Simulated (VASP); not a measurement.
# Nb4O3 (Pm-3m) in VASP: notebook

Runs on Nb4O3. Level: PBE. Tasks: single point, relaxation of cell and atoms.

Program: VASP 6.6.1. These are calculated values, not measurements. Logs are shortened: lines on timing, memory, paths and dates and some standing lists are left out, and cuts for length are marked.

## 1. The cell of the first run

It takes space group Pm-3m (No. 221, cubic). The conventional cell has a = 4.403 Å, b = 4.403 Å, c = 4.403 Å, α = 90.00°, β = 90.00°, γ = 90.00°. Nb (site symmetry m-3m) has 6 O at 2.20 Å within 2.9 Å. Nb (site symmetry 4/mmm) has 4 O at 2.20 Å within 2.9 Å. O (site symmetry 4/mmm) has 6 Nb at 2.20 Å within 2.9 Å.

## 2. Single point, PBE

Contents of INCAR:

```
SYSTEM = Nb4O3
PREC = Accurate
ENCUT = 520
EDIFF = 1E-6
ISMEAR = 0
SIGMA = 0.1
LREAL = .FALSE.
LASPH = .TRUE.
NELM = 100
ALGO = Normal
ISIF = 2
LWAVE = .FALSE.
LCHARG = .FALSE.
GGA = PE
NBANDS = 44
```

Contents of KPOINTS:

```
Automatic mesh
0
G
  8 8 8
  0 0 0
```

Contents of POSCAR:

```
Nb4O3
1.0
    4.4032043945      0.0000000000      0.0000000000
    0.0000000000      4.4032043945      0.0000000000
    0.0000000000      0.0000000000      4.4032043945
Nb O
4 3
Direct
    0.5000000000      0.5000000000      0.5000000000
    0.5000000000      0.0000000000      0.0000000000
    0.0000000000      0.5000000000      0.0000000000
    0.0000000000      0.0000000000      0.5000000000
    0.5000000000      0.5000000000      0.0000000000
    0.0000000000      0.5000000000      0.5000000000
    0.5000000000      0.0000000000      0.5000000000
```

Potentials or basis: VASP PAW PBE potentials, release 64 (Nb_sv, O).

Launch:

```bash
$ cat potpaw_PBE.64/Nb_sv/POTCAR potpaw_PBE.64/O/POTCAR > POTCAR
$ mpirun -np 1 vasp_std > vasp.out
```

OUTCAR:

```text
SYSTEM = Nb4O3
   PREC = Accurate
   ENCUT = 520
   EDIFF = 1E-6
   ISMEAR = 0
   LREAL = .FALSE.
   LASPH = .TRUE.
   NELM = 100
   ISIF = 2
   GGA = PE

 ion  position               nearest neighbor table
   1  0.500  0.500  0.500-   5 2.20   6 2.20   7 2.20   5 2.20   7 2.20   6 2.20
   2  0.500  0.000  0.000-   5 2.20   7 2.20   7 2.20   5 2.20
   3  0.000  0.500  0.000-   5 2.20   6 2.20   6 2.20   5 2.20
   4  0.000  0.000  0.500-   6 2.20   7 2.20   6 2.20   7 2.20
   5  0.500  0.500  0.000-   1 2.20   2 2.20   3 2.20   1 2.20   2 2.20   3 2.20
   6  0.000  0.500  0.500-   1 2.20   3 2.20   4 2.20   3 2.20   4 2.20   1 2.20
   7  0.500  0.000  0.500-   1 2.20   2 2.20   4 2.20   2 2.20   1 2.20   4 2.20

  LATTYP: Found a simple cubic cell.
 ALAT       =     4.4032043945

  Lattice vectors:

 A1 = (   4.4032043945,   0.0000000000,   0.0000000000)
 A2 = (   0.0000000000,   4.4032043945,   0.0000000000)
 A3 = (   0.0000000000,   0.0000000000,   4.4032043945)

Analysis of symmetry for initial positions (statically):
=====================================================================
 Subroutine PRICEL returns:
 Original cell was already a primitive cell.

 Routine SETGRP: Setting up the symmetry group for a
 simple cubic supercell.

 Subroutine GETGRP returns: Found 48 space group operations
 (whereof 48 operations were pure point group operations)
 out of a pool of 48 trial point group operations.

The static configuration has the point symmetry O_h .

Analysis of symmetry for dynamics (positions and initial velocities):
=====================================================================
 Subroutine PRICEL returns:
 Original cell was already a primitive cell.

 Routine SETGRP: Setting up the symmetry group for a
 simple cubic supercell.

 Subroutine GETGRP returns: Found 48 space group operations
 (whereof 48 operations were pure point group operations)
 out of a pool of 48 trial point group operations.

The dynamic configuration has the point symmetry O_h .

 Subroutine INISYM returns: Found 48 space group operations
 (whereof 48 operations are pure point group operations),
 and found     1 'primitive' translations

----------------------------------------------------------------------------------------

                                     Primitive cell

  volume of cell :      85.3702

  direct lattice vectors                    reciprocal lattice vectors
     4.403204395  0.000000000  0.000000000     0.227107331  0.000000000  0.000000000
     0.000000000  4.403204395  0.000000000     0.000000000  0.227107331  0.000000000
     0.000000000  0.000000000  4.403204395     0.000000000  0.000000000  0.227107331

  length of vectors
     4.403204395  4.403204395  4.403204395     0.227107331  0.227107331  0.227107331

  position of ions in fractional coordinates (direct lattice)
     0.500000000  0.500000000  0.500000000
     0.500000000  0.000000000  0.000000000
     0.000000000  0.500000000  0.000000000
     0.000000000  0.000000000  0.500000000
     0.500000000  0.500000000  0.000000000
     0.000000000  0.500000000  0.500000000
     0.500000000  0.000000000  0.500000000

  ion indices of the primitive-cell ions
   primitive index   ion index
                 1           1
                 2           2
                 3           3
                 4           4
                 5           5
                 6           6
                 7           7

----------------------------------------------------------------------------------------

 KPOINTS: Automatic mesh

Automatic generation of k-mesh.
 Grid dimensions read from file:
 generate k-points for:    8    8    8

 Generating k-lattice:

  Cartesian coordinates                     Fractional coordinates (reciprocal lattice)
     0.028388416  0.000000000  0.000000000     0.125000000  0.000000000  0.000000000
     0.000000000  0.028388416  0.000000000     0.000000000  0.125000000  0.000000000
     0.000000000  0.000000000  0.028388416     0.000000000  0.000000000  0.125000000

  Length of vectors
     0.028388416  0.028388416  0.028388416

  Shift w.r.t. Gamma in fractional coordinates (k-lattice)
     0.000000000  0.000000000  0.000000000

 Subroutine IBZKPT returns following result:
 ===========================================

 Found     35 irreducible k-points:

 Following reciprocal coordinates:
            Coordinates               Weight
  0.000000  0.000000  0.000000      1.000000
  0.125000  0.000000  0.000000      6.000000
  0.250000  0.000000  0.000000      6.000000
  0.375000  0.000000  0.000000      6.000000
  0.500000  0.000000  0.000000      3.000000
  0.125000  0.125000  0.000000     12.000000
[... 16 lines left out ...]
  0.375000  0.375000  0.125000     24.000000
  0.500000  0.375000  0.125000     24.000000
 [... further k-points ...]
   k-points           NKPTS =     35   k-points in BZ     NKDIM =     35   number of bands    NBANDS=     44
   number of dos      NEDOS =    301   number of ions     NIONS =      7
   total plane-waves  NPLWV =  46656
   dimension x,y,z NGX =    36 NGY =   36 NGZ =   36
   dimension x,y,z NGXF=    72 NGYF=   72 NGZF=   72
   ions per type =               4   3
   NGX,Y,Z   is equivalent  to a cutoff of  13.59, 13.59, 13.59 a.u.
   NGXF,Y,Z  is equivalent  to a cutoff of  27.18, 27.18, 27.18 a.u.
 SYSTEM =  Nb4O3
   PREC   = accura    normal or accurate (medium, high low for compatibility)
   ISTART =      0    job   : 0-new  1-cont  2-samecut
   ICHARG =      2    charge: 1-file 2-atom 10-const
   ISPIN  =      1    spin polarized calculation?
   LNONCOLLINEAR =      F non collinear calculations
   LSORBIT =      F    spin-orbit coupling
   LASPH  =      T    aspherical Exc in radial PAW
   ENCUT  =  520.0 eV  38.22 Ry    6.18 a.u.   8.19  8.19  8.19*2*pi/ulx,y,z
   NELM   =    100;   NELMIN=  2; NELMDL= -5     # of ELM steps
   EDIFF  = 0.1E-05   stopping-criterion for ELM
   LREAL  =      F    real-space projection
   EDIFFG = 0.1E-04   stopping-criterion for IOM
   NSW    =      0    number of steps for IOM
   IBRION =     -1    ionic relax: 0-MD 1-quasi-New 2-CG
   NFREE  =      0    steps in history (QN), initial steepest desc. (CG)
   ISIF   =      2    stress and relaxation
   ISYM   =      2    0-nonsym 1-usesym 2-fastsym
   POTIM  = 0.5000    time-step for ionic-motion
   TEBEG  =    0.0;   TEEND  =   0.0 temperature during run
   PSTRESS=    0.0 pullay stress
   NELECT =      70.0000    total number of electrons
   NUPDOWN=      -1.0000    fix difference up-down
   EMIN   =  10.00;   EMAX   =-10.00  energy-range for DOS
   EFERMI =   0.00;   METHOD = LEGACY
   ISMEAR =     0;   SIGMA  =   0.10  broadening in eV -4-tet -1-fermi 0-gaus
   EFERMI_NEDOS =   21; number of points for ismear=-14 and -15
   IALGO  =     38    algorithm
   IMIX   =      4    mixing-type and parameters
     AMIX     =   0.40;   BMIX     =  1.00
     AMIX_MAG =   1.60;   BMIX_MAG =  1.00
  volume/ion in A,a.u.               =      12.20        82.30
  Fermi-wavevector in a.u.,A,eV,Ry     =   1.532282  2.895593 31.944952  2.347888
  Thomas-Fermi vector in A             =   2.639509
   LORBIT       =      0    0 simple, 1 ext, 2 COOP (PROOUT), +10 PAW based schemes
   GGA     = PE    functional components
   LHFCALC =     F    Hartree Fock is set to
   AEXX    =    0.0000 exact exchange contribution
   IVDW    =     0    specifies the selected vdW correction
   LEPSILON=     F    determine dielectric tensor
   LRPA    =     F    only Hartree local field effects (RPA)
 non-spin polarized calculation
 Gauss-broadening in eV      SIGMA  =   0.10
  energy-cutoff  :      520.00
  volume of cell :       85.37
 maximum number of plane-waves:      2325
 NGX is ok and might be reduce to    36
   NGX = 17   NGY = 17   NGZ = 17

 number of electron      69.9999974 magnetization

 Free energy of the ion-electron system (eV)
  ---------------------------------------------------
  ext. energy  EPLUGINS =         0.00000000
  ---------------------------------------------------
  free energy    TOTEN  =       -64.81852541 eV

  energy without entropy =      -64.79723361  energy(sigma->0) =      -64.80787951

 E-fermi :  12.9247     XC(G=0): -12.8945

 val. band max:       12.9150453241   @ k =   0.3750   0.3750   0.1250
 cond. band min:      12.9403763617   @ k =   0.2500   0.2500   0.0000
 fundamental gap:      0.0253310376
 Fermi energy:        12.9247293021

 k-point     1 :       0.0000    0.0000    0.0000
  band No.  band energies     occupation
      1     -43.6315      2.00000
      2     -42.9623      2.00000
      3     -42.8489      2.00000
      4     -42.8489      2.00000
      5     -19.9665      2.00000
      6     -19.9665      2.00000
[... 36 lines left out ...]
     43      15.3542      0.00000
     44      15.6482      0.00000

 k-point     2 :       0.1250    0.0000    0.0000
  band No.  band energies     occupation
      1     -43.6305      2.00000
      2     -42.9591      2.00000
      3     -42.8530      2.00000
      4     -42.8487      2.00000
      5     -19.9593      2.00000
      6     -19.9557      2.00000
[... 36 lines left out ...]
     43      15.3132      0.00000
     44      15.5227      0.00000

 k-point     3 :       0.2500    0.0000    0.0000
  band No.  band energies     occupation
      1     -43.6281      2.00000
      2     -42.9501      2.00000
      3     -42.8642      2.00000
      4     -42.8484      2.00000
      5     -19.9390      2.00000
      6     -19.9281      2.00000
[... 36 lines left out ...]
     43      14.9345      0.00000
     44      15.3205      0.00000

 k-point     4 :       0.3750    0.0000    0.0000
  band No.  band energies     occupation
      1     -43.6257      2.00000
      2     -42.9379      2.00000
      3     -42.8787      2.00000
      4     -42.8481      2.00000
      5     -19.9137      2.00000
      6     -19.8979      2.00000
[... 882 lines left out ...]
     43      15.1596      0.00000
     44      15.5073      0.00000

 k-point    23 :       0.3750    0.3750    0.1250
  band No.  band energies     occupation
      1     -43.6221      2.00000
      2     -42.9121      2.00000
      3     -42.8831      2.00000
      4     -42.8709      2.00000
      5     -20.0731      2.00000
      6     -20.0483      2.00000
[... 36 lines left out ...]
     43      15.1702      0.00000
     44      15.2428      0.00000

 k-point    24 :       0.5000    0.3750    0.1250
  band No.  band energies     occupation
      1     -43.6216      2.00000
      2     -42.9033      2.00000
      3     -42.8887      2.00000
      4     -42.8742      2.00000
      5     -20.0781      2.00000
      6     -20.0765      2.00000
[... 36 lines left out ...]
     43      15.1223      0.00000
     44      15.2362      0.00000

 [... further k-points ...]
[... 5 lines left out ...]
  --------------------------------------------------------------------------------------
  -------------------------------------------------------------------------------------
  Total       -0.1757722     -0.1757722     -0.1757722     -0.0000000     -0.0000000      0.0000000
  in kB       -3.2987864     -3.2987864     -3.2987864     -0.0000000     -0.0000000      0.0000000
  external PRESSURE =      -3.2987864 kB  Pullay stress =       0.0000000 kB

 VOLUME and BASIS-vectors are now :
 -----------------------------------------------------------------------------
  energy-cutoff  :      520.00
  volume of cell :       85.37
      direct lattice vectors                 reciprocal lattice vectors
     4.403204395  0.000000000  0.000000000     0.227107331  0.000000000  0.000000000
     0.000000000  4.403204395  0.000000000     0.000000000  0.227107331  0.000000000
     0.000000000  0.000000000  4.403204395     0.000000000  0.000000000  0.227107331

 POSITION                                       TOTAL-FORCE (eV/Angst)
 -----------------------------------------------------------------------------------
      2.20160      2.20160      2.20160         0.000000      0.000000      0.000000
      2.20160      0.00000      0.00000         0.000000      0.000000      0.000000
      0.00000      2.20160      0.00000         0.000000      0.000000      0.000000
      0.00000      0.00000      2.20160         0.000000      0.000000      0.000000
      2.20160      2.20160      0.00000         0.000000      0.000000      0.000000
      0.00000      2.20160      2.20160         0.000000      0.000000      0.000000
      2.20160      0.00000      2.20160         0.000000      0.000000      0.000000
 -----------------------------------------------------------------------------------
    total drift:                                0.000000      0.000000     -0.000000

  FREE ENERGIE OF THE ION-ELECTRON SYSTEM (eV)
  ---------------------------------------------------
  free  energy   TOTEN  =       -64.8185254056 eV

  energy  without entropy=      -64.7972336067  energy(sigma->0) =      -64.80787951
```

Wall time 2.5 min (1 thread of Intel Xeon Platinum 8375C at 2.90GHz (Ice Lake), shared host); peak memory 0.25 GiB.

Results:

```
Free energy            : -64.8185 eV
Pressure               : -0.3 GPa
Band gap on the k mesh : zero (band 35 reaches 13.64 eV, above the bottom of band 36 at 12.76 eV)
```

## 3. Relaxation of cell and atoms, PBE

Contents of INCAR:

```
ALGO = Normal
EDIFF = 1E-7
EDIFFG = -0.01
ENCUT = 600
GGA = PE
IBRION = 2
ISIF = 3
ISMEAR = 0
LASPH = True
LCHARG = False
LREAL = False
LWAVE = False
NELM = 100
NSW = 100
PREC = Accurate
SIGMA = 0.1
```

Contents of KPOINTS:

```
k-points
0
Gamma
  8 8 8
```

POSCAR is that of step 2.

Potentials or basis: VASP PAW PBE potentials, release 64 (Nb_sv, O).

Launch:

```bash
$ cat potpaw_PBE.64/Nb_sv/POTCAR potpaw_PBE.64/O/POTCAR > POTCAR
$ mpirun -np 1 vasp_std > vasp.out
```

Run time: 6.6 min. Hardware: 1 thread of Intel Xeon Platinum 8375C at 2.90GHz (Ice Lake), shared host; peak memory 0.28 GiB.

The run converged. Its results:

```
Free energy                            : -64.8268 eV
Relaxed volume                         : 12.17 Å³/atom
Relaxed cell                           : a = 4.400 Å, b = 4.400 Å, c = 4.400 Å, α = 90.00°, β = 90.00°, γ = 90.00°
Space group after relaxing (to 0.05 Å) : Pm-3m (No. 221)
Energy gained by relaxing              : 0.0 meV/atom
Ionic steps                            : 3
Pressure after relaxing                : 0.0 GPa
Band gap on the k mesh                 : zero (band 35 reaches 13.67 eV, above the bottom of band 36 at 12.79 eV)
```

Step by step:
```csv
step,energy change (eV),largest force (eV/Å),pressure (GPa),volume (Å³)
1,0.0000,0.0000,-0.47,85.37
2,0.0004,0.0000,0.77,84.93
3,-0.0002,0.0000,0.00,85.20
```

Final structure:
```xyz
7
Lattice="4.4003 0.0000 0.0000 0.0000 4.4003 0.0000 0.0000 0.0000 4.4003" Properties=species:S:1:pos:R:3 pbc="T T T"
Nb    2.2002    2.2002    2.2002
Nb    2.2002    0.0000    0.0000
Nb    0.0000    2.2002    0.0000
Nb    0.0000    0.0000    2.2002
O     2.2002    2.2002    0.0000
O     0.0000    2.2002    2.2002
O     2.2002    0.0000    2.2002
```

Levels at points of the mesh, in eV from the Fermi level:
| k point | band 33 | band 34 | band 35 | band 36 | band 37 | band 38 |
| --- | --- | --- | --- | --- | --- | --- |
| (0.00, 0.00, 0.00) | -1.53 | -1.53 | -1.53 | 0.19 | 0.19 | 0.72 |
| (0.50, 0.00, 0.00) | -1.72 | -0.70 | -0.70 | 0.13 | 0.44 | 0.44 |
| (0.50, 0.50, 0.00) | -0.65 | -0.65 | -0.55 | 0.36 | 0.68 | 0.70 |
| (0.50, 0.50, 0.50) | 0.56 | 0.72 | 0.72 | 0.72 | 1.36 | 1.36 |

## 4. Single point, PBE

This run uses another cell than the first one, of 10.63 Å³/atom, 0.872 times its volume.

Contents of INCAR:

```
SYSTEM = Nb4O3
ALGO = Normal
EDIFF = 1E-6
ENCUT = 520
GGA = PE
ISIF = 2
ISMEAR = 0
LASPH = .True.
LCHARG = .True.
LELF = .True.
LREAL = .False.
LVHAR = .True.
LWAVE = .False.
NBANDS = 44
NELM = 100
PREC = Accurate
SIGMA = 0.1
```

Contents of KPOINTS:

```
k-points
0
Gamma
  4 4 4
  0 0 0
```

POSCAR: that of step 3 with these lines changed.

```diff
@@ -2,5 +2,5 @@
 1.0
-    4.4032043945      0.0000000000      0.0000000000
-    0.0000000000      4.4032043945      0.0000000000
-    0.0000000000      0.0000000000      4.4032043945
+    4.2059151000      0.0000000000      0.0000000000
+    0.0000000000      4.2059151000      0.0000000000
+    0.0000000000      0.0000000000      4.2059151000
 Nb O
```

Launch:

```bash
$ cat potpaw_PBE.64/Nb_sv/POTCAR potpaw_PBE.64/O/POTCAR > POTCAR
$ mpirun -np 1 vasp_std > vasp.out
```

Wall time 39 s (1 thread of Intel Xeon Platinum 8375C at 2.90GHz (Ice Lake), shared host); peak memory 0.18 GiB.

Results (log left out):

```yaml
Free_energy: -63.4498 eV
Pressure: 44.3 GPa
Band_gap_on_the_k_mesh: zero (band 35 reaches 16.14 eV, above the bottom of band 36 at 15.19 eV)
```

Levels at points of the mesh, in eV from the Fermi level:
```
           k point  band 31  band 32  band 33  band 34  band 35  band 36  band 37  band 38  band 39  band 40
(0.00, 0.00, 0.00)    -5.64    -5.57    -1.93    -1.93    -1.93     0.17     0.17     1.57     2.18     2.54
(0.50, 0.00, 0.00)    -3.64    -2.10    -2.10    -0.92    -0.92     0.17     0.50     0.50     0.71     1.48
(0.50, 0.50, 0.00)    -1.83    -1.83    -0.81    -0.81    -0.71     0.34     0.74     0.74     0.86     0.88
(0.50, 0.50, 0.50)    -2.77     0.38     0.74     0.92     0.92     0.92     1.65     1.65     2.15     2.15
```

Caveat: the k points lie up to 0.37 Å⁻¹ apart.

## 5. The runs side by side

| task | cell | k mesh | cutoff (eV) | gap on the mesh (eV) | pressure (GPa) |
| --- | --- | --- | --- | --- | --- |
| single point | a = 4.403 Å, 7 atoms | 8 × 8 × 8 | 520 | none | -0.3 |
| relaxation of cell and atoms | relaxed from a = 4.403 Å, 7 atoms | 8 × 8 × 8 | 600 | none | 0.0 |
| single point | a = 4.206 Å, 7 atoms | 4 × 4 × 4 | 520 | none | 44.3 |

Alike in all rows: level PBE; potentials or basis VASP PAW PBE potentials, release 64 (Nb_sv, O); no spin polarisation; smearing gaussian 0.1 eV.

Caveats: some runs use coarse meshes.

Total energies depend on the potentials used, so only differences within one code and one set of settings carry meaning.
